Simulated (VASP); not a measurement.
A run of VASP 6.6.1:

INCAR

```
SYSTEM = HgH
  ALGO = Normal
  EDIFF = 1E-6
  ENCUT = 520
  GGA = PE
  ISIF = 2
  ISMEAR = 0
  LASPH = .TRUE.
  LCHARG = .FALSE.
  LREAL = .FALSE.
  LWAVE = .FALSE.
  NBANDS = 36
  NELM = 100
  PREC = Accurate
  SIGMA = 0.1
```

The input KPOINTS:

```
k-points
0
G
  4 4 6
  0 0 0
```

POSCAR

```
HgH
1.0
    3.1610455064     -7.0005992347      0.0000000000
    3.1610455064      7.0005992347      0.0000000000
    0.0000000000      0.0000000000      3.3332789151
Hg H
4 4
Direct
    0.4066656612      0.5933343388      0.6544327543
    0.9066656612      0.0933343388      0.8455672457
    0.0933343388      0.9066656612      0.1544327543
    0.5933343388      0.4066656612      0.3455672457
   -0.0854653091      0.5854653091      0.2500000000
    0.0854653091      0.4145346909      0.7500000000
    0.5854653091     -0.0854653091      0.7500000000
    0.4145346909      0.0854653091      0.2500000000
```

Potentials or basis: VASP PAW PBE potentials, release 64 (Hg, H).

Command:

```sh
$ cat potpaw_PBE.64/Hg/POTCAR potpaw_PBE.64/H/POTCAR > POTCAR
$ mpirun -np 1 vasp_std > vasp.out
```

Hardware: 1 thread of Intel(R) Xeon(R) Platinum 8488C (Sapphire Rapids), with other jobs on the host.

Question: How long does it take, and how much memory?

Answer: It took 2.2 min on 1 thread of Intel(R) Xeon(R) Platinum 8488C (Sapphire Rapids) (shared host), peak memory 0.36 GiB. Counts: scf iterations 13, k points 28.
